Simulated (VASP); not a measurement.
Runs of VASP 6.6.1 on Pb. The structure is that of space group Fm-3m (No. 225), or close to it. The cells are those of the table. 

```tsv
task	cell	k mesh	cutoff (eV)	gap on the mesh (eV)	pressure (GPa)	relaxed volume (Å³/atom)
single point	a = 3.489 Å, angles 60.0°, 1 atom	14 × 14 × 14	520	none	-0.1	-
single point	a = 2.773 Å, angles 60.0°, 1 atom	8 × 8 × 8	500	none	(a)	-
single point	a = 3.492 Å, angles 60.0°, 1 atom	8 × 8 × 8	500	none	0.0	-
relaxation of cell and atoms	relaxed from a = 2.773 Å, angles 60.0°, 1 atom	8 × 8 × 8	500	none	0.2	29.59
relaxation of cell and atoms	relaxed from a = 3.492 Å, angles 60.0°, 1 atom	14 × 14 × 14	600	none	0.0	30.05
```

Alike in all rows: level PBEsol; potentials or basis VASP PAW PBE potentials, release 64 (Pb_d); no spin polarisation; smearing gaussian 0.1 eV.

Task: Fill in the values left out.

Result: (a) 178.6.

Caveats: the PAW data sets were made with another functional, which shifts forces and pressure a little; spin-orbit coupling is left out, which moves the levels of the heavy elements; the volume moved by over 15 % at a fixed basis, so the end points are rough (some runs).

A k mesh can miss the band edges, and the runs leave out spin-orbit coupling on Pb.

A gap of «none» marks levels without a gap at the run's occupations.
